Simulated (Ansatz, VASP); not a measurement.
Two plane-wave programs on InSb3

```
In Sb
1.0
     4.87521    0.00000    0.00000
     0.00000    4.87521    0.00000
     0.00000    0.00000    4.31797
In Sb
1 3
Direct
  0.00000 0.00000 0.00000
  0.50000 0.00000 0.50000
  0.00000 0.50000 0.50000
  0.50000 0.50000 0.00000
```

Alike in both runs: task single point; functional PBE; k mesh 10 × 10 × 10; occupations gaussian, width 0.15 eV; no spin polarisation.

|  | VASP | Ansatz |
| --- | --- | --- |
| version | VASP 6.6.1 | Ansatz 0.2.0 |
| potentials or method | VASP PAW PBE potentials, release 64 (In_d, Sb), cutoff 520 eV | scalar-relativistic, plane waves, PAW |
| valence electrons in the cell | 28 | 58 |

|  | VASP | Ansatz | Ansatz less VASP |
| --- | --- | --- | --- |
| gap on the k mesh at the Fermi level (eV) | none | none | - |
| pressure (GPa) | 5.0 | 5.0 | +0.08 |
| traceless stress, the component that is largest in VASP (GPa) | -0.65 | -0.65 | -0.004 |

A gap of «none» marks a metal or a gap that the smearing closes. VASP's potentials hold 28 valence electrons a cell and Ansatz's 58, so a difference there can come from the potentials and not from the codes.

Neither program's run includes spin-orbit coupling.
